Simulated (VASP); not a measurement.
Write the native input for VASP 6.6.1 that does the following.

| Item | Value |
| --- | --- |
| Task | single point |
| Functional | PBE |
| Potentials or basis | VASP PAW PBE potentials, release 64 (Li_sv) |
| Cutoff | 520 eV |
| k mesh | 8 × 8 × 8 |
| Occupations | gaussian, width 0.1 eV |
| Spin | no spin polarisation |
| Dipole correction | no |
| Further INCAR settings | ALGO = Normal; EDIFF = 1e-06; NBANDS = 8 |

The structure of Li lies in POSCAR:

```
Li
1.0
    1.9008812370     -2.2714792960      0.0000000000
    1.9008812370      2.2714792960      0.0000000000
   -1.8558415340      0.0000000000      2.3468505445
Li
1
Direct
    0.0000000000      0.0000000000      0.0000000000
```

These files were run (other wordings do the same):

INCAR

```
SYSTEM = Li
PREC = Accurate
ENCUT = 520
EDIFF = 1E-6
ISMEAR = 0
SIGMA = 0.1
LREAL = .False.
LASPH = .True.
NELM = 80
ALGO = Normal
ISIF = 2
LWAVE = .False.
LCHARG = .False.
GGA = PE
NBANDS = 8
```

KPOINTS

```
Automatic mesh
0
Gamma
  8 8 8
  0 0 0
```

Potentials or basis: VASP PAW PBE potentials, release 64 (Li_sv).

Command:

```console
$ cat potpaw_PBE.64/Li_sv/POTCAR > POTCAR
$ mpirun -np 1 vasp_std > vasp.out
```

It took 6.4 s on 1 thread of Intel(R) Xeon(R) 6975P-C (Granite Rapids) (shared host), peak memory 0.13 GiB.
